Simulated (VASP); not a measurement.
Crystal: KTmH4.

```
K Tm H
1.0
     0.00000    3.73683    3.73683
     3.73683    0.00000    3.73683
     3.73683    3.73683    0.00000
K Tm H
1 1 4
Cartesian
  1.8684 1.8684 1.8684
  5.6053 5.6053 5.6053
  4.4444 4.4444 4.4444
  3.0292 3.0292 4.4444
  3.0292 4.4444 3.0292
  4.4444 3.0292 3.0292
```

The cell was built from a structure type or drawn by symmetry, and may not be a known phase.

* Program: VASP 6.6.1
* Task: relaxation of cell and atoms
* Functional: PBE
* Potentials or basis: VASP PAW PBE potentials, release 64 (K_sv, Tm_3, H), 4f in core
* Cutoff: 500 eV
* k mesh: 4 × 4 × 4
* Occupations: gaussian, width 0.1 eV
* Spin: no spin polarisation

At the start: pressure 2.8 GPa; volume 17.39 Å³/atom.

Task: Where does the relaxation end?

Result: Over 7 steps the energy falls by 83.1 meV/atom and the volume is 24.73 Å³/atom (+42.2 %); space group F-43m (No. 216, to 0.1 Å) before and after.

Step by step:
| step | energy change (eV) | largest force (eV/Å) | pressure (GPa) | volume (Å³) |
| --- | --- | --- | --- | --- |
| 1 | 0.0000 | 0.3952 | 2.79 | 104.36 |
| 2 | -0.0999 | 0.4238 | 1.96 | 109.00 |
| 3 | -0.2978 | 0.5085 | 0.13 | 123.74 |
| 4 | -0.3733 | 0.6509 | -1.74 | 157.09 |
| 5 | -0.3901 | 0.5882 | -1.20 | 144.25 |
| 6 | -0.4847 | 0.2093 | -0.27 | 146.98 |
| 7 | -0.4983 | 0.0096 | 0.24 | 148.38 |

Final structure:
```yaml
crystal:
  lattice:
    - [0.00000, 4.20197, 4.20197]
    - [4.20197, 0.00000, 4.20197]
    - [4.20197, 4.20197, 0.00000]
  atoms:
    - { symbol: K, position: [0.25000, 0.25000, 0.25000] }
    - { symbol: Tm, position: [0.75000, 0.75000, 0.75000] }
    - { symbol: H, position: [0.61295, 0.61295, 0.61295] }
    - { symbol: H, position: [0.61295, 0.61295, 0.16115] }
    - { symbol: H, position: [0.61295, 0.16115, 0.61295] }
    - { symbol: H, position: [0.16115, 0.61295, 0.61295] }
```

Caveat: the volume moved by over 15 % at a fixed basis, so the end points are rough.
